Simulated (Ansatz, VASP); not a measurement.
**Two plane-wave programs on KBr**

```
CELL_PARAMETERS angstrom
0.00000 3.21019 3.37481
3.21019 0.00000 3.37481
3.21019 3.21019 0.00000
ATOMIC_POSITIONS crystal
K 0.00000 0.00000 0.00000
Br 0.50000 0.50000 0.50000
```

Change from the starting cell: strain -0.025 along x and y, +0.025 along z, atoms carried along.

Alike in both runs: task single point; functional PBE; k mesh 6 × 6 × 6; occupations gaussian, width 0.05 eV; no spin polarisation.

|  | VASP | Ansatz |
| --- | --- | --- |
| version | VASP 6.6.1 | Ansatz 0.2.0 |
| potentials or method | VASP PAW PBE potentials, release 64 (K_sv, Br), cutoff 520 eV | scalar-relativistic, plane waves, PAW |
| valence electrons in the cell | 16 | 16 |

Ansatz gave:

| Quantity | Value |
| --- | --- |
| gap on the k mesh at the Fermi level (eV) | 4.51 |
| least direct gap on the mesh (eV) | 4.51 |
| pressure (GPa) | 1.4 |
| traceless stress, the component that is largest in VASP (GPa) | -1.19 |

Estimate VASP's values.

gap on the k mesh at the Fermi level (eV): 4.51; least direct gap on the mesh (eV): 4.51; pressure (GPa): 1.5; traceless stress, the component that is largest in VASP (GPa): -1.21.

The functional is the same, so the differences come from potentials, cutoffs and numerics.
